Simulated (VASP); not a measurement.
The system is SnSe.

```
Sn Se
1.0
     0.00000    3.01000    3.01000
     3.01000    0.00000    3.01000
     3.01000    3.01000    0.00000
Sn Se
1 1
Direct
  0.00000 0.00000 0.00000
  0.50000 0.50000 0.50000
```

Program: VASP 6.6.1. Alike in all runs: potentials or basis VASP PAW PBE potentials, release 64 (Sn_d, Se); cell as given.

Order these runs on this cell by their pressure, lowest first.
A. level r2SCAN; spin off; k mesh 8 × 8 × 8; cutoff (eV) 480; smearing gaussian 0.03 eV; tolerance level standard; purpose bands; route KPOINTS_OPT
B. level PBE-based global hybrid with 25 % exact exchange; spin off; k mesh 4 × 4 × 4; cutoff (eV) 520; smearing fermi-dirac 0.05 eV; dipole correction no; grid for exact exchange (PRECFOCK) Normal
C. level revpbe exchange, lda correlation; spin collinear; k mesh 8 × 8 × 8; cutoff (eV) 500; smearing tetrahedron; dipole correction no
D. level PBEsol-based screened hybrid with 25 % exact exchange; spin off; k mesh 4 × 4 × 4; cutoff (eV) 520; smearing fermi-dirac 0.05 eV; dipole correction no; grid for exact exchange (PRECFOCK) Normal

D (-3.7 GPa), B (-2.0 GPa), A (-0.1 GPa), C (8.1 GPa).

Caveats: some runs use coarse meshes; the PAW data sets were made with another functional, which shifts forces and pressure a little; the cell stands under pressure (at least some runs); tetrahedron occupations give inexact forces and stress in metals (at least some runs).
